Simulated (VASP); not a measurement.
Write the native input for VASP 6.6.1 that does the following.

| Property | Result |
| --- | --- |
| Task | single point |
| Functional | PBE |
| Potentials or basis | VASP PAW PBE potentials, release 64 (Cd, Se) |
| Cutoff | 520 eV |
| k mesh | 12 × 12 × 4 |
| Occupations | fermi-dirac, width 0.02 eV |
| Spin | no spin polarisation |
| Dipole correction | no |
| Further INCAR settings | ALGO = Normal; EDIFF = 1e-06; NBANDS = 26 |

The structure of CdSe lies in POSCAR:

```
CdSe
1.0
    4.2973164254      0.0000000000      0.0000000000
   -2.1486582127      3.7215851925      0.0000000000
    0.0000000000      0.0000000000      7.0058795255
Cd Se
2 2
Direct
    0.3333333333      0.6666666667     -0.0004760036
    0.6666666667      0.3333333333      0.4995239964
    0.3333333333      0.6666666667      0.3754760036
    0.6666666667      0.3333333333      0.8754760036
```

This cell differs from its parent crystal: strain -1.0%.

One way to write it, as run:

INCAR

```
SYSTEM = CdSe
PREC = Accurate ; ENCUT = 520
EDIFF = 1E-6 ; ISMEAR = -1
SIGMA = 0.02 ; LREAL = .False.
LASPH = .True. ; NELM = 60
ALGO = Normal ; ISIF = 2
LWAVE = .False. ; LCHARG = .False.
GGA = PE ; NBANDS = 26
```

KPOINTS

```
Automatic mesh
0
Gamma
  12 12 4
  0 0 0
```

Potentials or basis: VASP PAW PBE potentials, release 64 (Cd, Se).

Run with:

```sh
$ cat potpaw_PBE.64/Cd/POTCAR potpaw_PBE.64/Se/POTCAR > POTCAR
$ mpirun -np 1 vasp_std > vasp.out
```

Results of the run:

| Quantity | Value |
| --- | --- |
| Pressure | 3.4 GPa |
| Largest force | 0.004 eV/Å |
| Band gap on the k mesh | 0.68 eV |

Caveat: the cell differs from its parent crystal (strain -1.0%); the cell stands under pressure; semilocal functionals underestimate gaps, and a narrow one can read as zero.

Run time: 69 s on 1 thread of AMD EPYC 9R45 96-Core Processor (Zen 5), on a shared host, peak memory 0.28 GiB.
